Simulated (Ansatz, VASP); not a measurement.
# One calculation of CdS, two programs

```
Cd S
1.0
     0.00000    2.92568    2.92568
     2.92568    0.00000    2.92568
     2.92568    2.92568    0.00000
Cd S
1 1
Direct
  0.00000 0.00000 0.00000
  0.75000 0.75000 0.75000
```

Alike in both runs: functional PBE; dispersion D3(BJ); k mesh 8 × 8 × 8; occupations gaussian, width 0.02 eV; no spin polarisation.

Ansatz relaxed the structure, and its values are those at the end. VASP's run is a single point on that final structure, the one shown.

```csv
,VASP,Ansatz
version,VASP 6.6.1,Ansatz 0.2.0
potentials or method,"VASP PAW PBE potentials, release 64 (Cd, S), cutoff 520 eV","scalar-relativistic, plane waves, PAW"
valence electrons in the cell,18,26
```

```tsv
	VASP	Ansatz	Ansatz less VASP
gap on the k mesh at the Fermi level (eV)	1.13	1.13	-0.004
least direct gap on the mesh (eV)	1.13	1.13	-0.004
pressure (GPa)	0.4	0.0	-0.35
```

VASP's potentials hold 18 valence electrons a cell and Ansatz's 26, so a difference there can come from the potentials and not from the codes.
